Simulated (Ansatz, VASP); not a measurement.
MnAs in VASP and in Ansatz

The input INCAR:

```
SYSTEM = MnAs
PREC = Accurate
ENCUT = 520
EDIFF = 1E-7
ISMEAR = -1
SIGMA = 0.08
LREAL = .False.
LASPH = .True.
NELM = 150
ALGO = Normal
ISIF = 2
LWAVE = .False.
LCHARG = .True.
ISPIN = 2
MAGMOM = 4 0
LORBIT = 11
LMAXMIX = 4
GGA = PE
LELF = .True.
LVHAR = .True.
NBANDS = 20
```

KPOINTS

```
Automatic mesh
0
Gamma
  12 12 12
  0 0 0
```

The input POSCAR:

```
MnAs
1.0
    0.0000000000      2.6043394452      2.6043394452
    2.6043394452      0.0000000000      2.6043394452
    2.6043394452      2.6043394452      0.0000000000
Mn As
1 1
Direct
    0.0000000000      0.0000000000      0.0000000000
    0.5000000000      0.5000000000      0.5000000000
```

Input for Ansatz:

```yaml
crystal:
  lattice:
    - [0.0, 2.6043394452, 2.6043394452]
    - [2.6043394452, 0.0, 2.6043394452]
    - [2.6043394452, 2.6043394452, 0.0]
  atoms:
    - { symbol: Mn, position: [0.0, 0.0, 0.0], spin: 4.0 }
    - { symbol: As, position: [0.5, 0.5, 0.5] }
magnetization:
  spin_polarized: true
kpoints:
  mp_grid: { grid: [12, 12, 12] }
scf:
  occupations: { method: fermi_dirac, width: 0.08 }
hamiltonian:
  xc: pbe
  pseudopotentials: { kind: all_electron, lapw: { basis_error: 0.001 } }
output:
  forces: true
  stress: true
  eigenvalues: true
```

Change from the starting cell: volume scaled by 1.025.

Alike in both runs: task single point; functional PBE; k mesh 12 × 12 × 12; occupations fermi-dirac, width 0.08 eV; collinear spin.

|  | VASP | Ansatz |
| --- | --- | --- |
| version | VASP 6.6.1 | Ansatz 0.2.0 |
| potentials or method | VASP PAW PBE potentials, release 64 (Mn_pv, As), cutoff 520 eV | all-electron LAPW, scalar-relativistic |

|  | VASP | Ansatz | Ansatz less VASP |
| --- | --- | --- | --- |
| pressure (GPa) | -1.6 | -1.7 | -0.12 |
| net moment per atom (μB) | 1.87 | 1.87 | +0.002 |
| size of the moment on the site where the two differ most (μB) | 3.69 | 3.76 | +0.077 |

Site moments also hang on the region over which each program counts them. Ansatz ran all-electron here, and VASP with PAW potentials.
